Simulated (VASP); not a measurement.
Wanted: the native input for a VASP 6.6.1 run.

```
Task                   : single point
Functional             : LDA
Potentials or basis    : VASP PAW LDA potentials, release 64 (C)
Cutoff                 : 520 eV
k mesh                 : 14 × 14 × 14
Occupations            : methfessel-paxton, width 0.0852 eV
Spin                   : no spin polarisation
Dipole correction      : no
Further INCAR settings : ALGO = Normal; EDIFF = 1e-07; NBANDS = 11
```

The structure of C lies in POSCAR:

```
C
1.0
    1.2280300000      0.7090000000      3.3470100000
   -1.2280300000      0.7090000000      3.3470100000
    0.0000000000     -1.4180100000      3.3470100000
C
2
Direct
    0.8360000000      0.8360000000      0.8360000000
    0.1640000000      0.1640000000      0.1640000000
```

One way to write it, as run:

INCAR

```
SYSTEM = C
  ALGO = Normal
  EDIFF = 1E-7
  ENCUT = 520
  GGA = CA
  ISIF = 2
  ISMEAR = 1
  LASPH = .True.
  LCHARG = .False.
  LREAL = .False.
  LWAVE = .False.
  NBANDS = 11
  NELM = 80
  PREC = Accurate
  SIGMA = 0.0852
```

KPOINTS

```
k-points
0
Gamma
  14 14 14
  0 0 0
```

Potentials or basis: VASP PAW LDA potentials, release 64 (C).

Run with:

```sh
$ cat potpaw_LDA.64/C/POTCAR > POTCAR
$ mpirun -np 1 vasp_std > vasp.out
```

It gave:

```yaml
Pressure: -3.3 GPa
Largest_force: 0.906 eV/Å
Band_gap_on_the_k_mesh: 0.54 eV, direct
```

Wall time 31 s on 1 thread of Intel(R) Xeon(R) 6975P-C (Granite Rapids), with other jobs on the host, peak memory 0.16 GiB.
